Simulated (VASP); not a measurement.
Input of a VASP 6.6.1 run:

INCAR

```
SYSTEM = BN
ALGO = Normal ; EDIFF = 1E-6
ENCUT = 520 ; GGA = PE
ISIF = 2 ; ISMEAR = 0
LASPH = .TRUE. ; LCHARG = .FALSE.
LREAL = .FALSE. ; LWAVE = .FALSE.
NBANDS = 11 ; NELM = 100
PREC = Accurate ; SIGMA = 0.05
```

KPOINTS

```
k-points
0
G
  12 12 12
  0 0 0
```

The input POSCAR:

```
BN
1.0
    0.0000000000      1.8378397167      1.7643261280
    1.8378397167      0.0000000000      1.7643261280
    1.8378397167      1.8378397167      0.0000000000
B N
1 1
Direct
    0.0000000000      0.0000000000      0.0000000000
    0.7500000000      0.7500000000      0.7500000000
```

Potentials or basis: VASP PAW PBE potentials, release 64 (B, N).

Run with:

```bash
$ cat potpaw_PBE.64/B/POTCAR potpaw_PBE.64/N/POTCAR > POTCAR
$ mpirun -np 1 vasp_std > vasp.out
```

(1) What does it give for the pressure?

(2) What does it give for the band gap on the k mesh?

Answers

(1) -0.2 GPa.

(2) 3.75 eV, indirect (least direct gap 8.35 eV).
